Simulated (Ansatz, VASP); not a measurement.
# One calculation of Si3N4, two programs

```xyz
14
Lattice="5.1719 -0.0088 0.0247 -0.0097 4.9509 0.0419 0.0339 0.0242 5.9302" Properties=species:S:1:pos:R:3 pbc="T T T"
Si    4.4792    3.6621    4.7806
Si    1.0793    1.1775    1.7335
Si    3.6521    2.0117    3.1262
Si    1.8525    3.6684    3.2520
Si    3.5999    1.1598    0.2331
Si    1.9061    3.6530    0.2718
N     0.9971    4.0767    4.7429
N     4.3356    1.8792    4.7549
N     1.9029    1.8946    3.0735
N     4.5424    1.5274    1.7058
N     2.0148    1.8993    0.4341
N     3.5922    3.8085    3.3070
N     3.4831    4.3812    0.0672
N     1.2940    4.3896    1.7522
```

Alike in both runs: functional PBE; k mesh 4 × 4 × 3; occupations gaussian, width 0.1 eV; no spin polarisation.

Ansatz relaxed the structure, and its values are those at the end. VASP's run is a single point on that final structure, the one shown.

```csv
,VASP,Ansatz
version,VASP 6.6.1,Ansatz 0.2.0
potentials or method,"VASP PAW PBE potentials, release 64 (Si, N), cutoff 520 eV","scalar-relativistic, plane waves, PAW"
valence electrons in the cell,64,64
```

|  | VASP | Ansatz | Ansatz less VASP |
| --- | --- | --- | --- |
| gap on the k mesh at the Fermi level (eV) | 3.66 | 3.66 | -0.005 |
| least direct gap on the mesh (eV) | 3.70 | 3.69 | -0.005 |
| rms of the force components (eV/Å) | 0.011 | 0.009 | -0.0022 |

With one functional, cell and mesh, what is left measures potentials, basis and numerics.
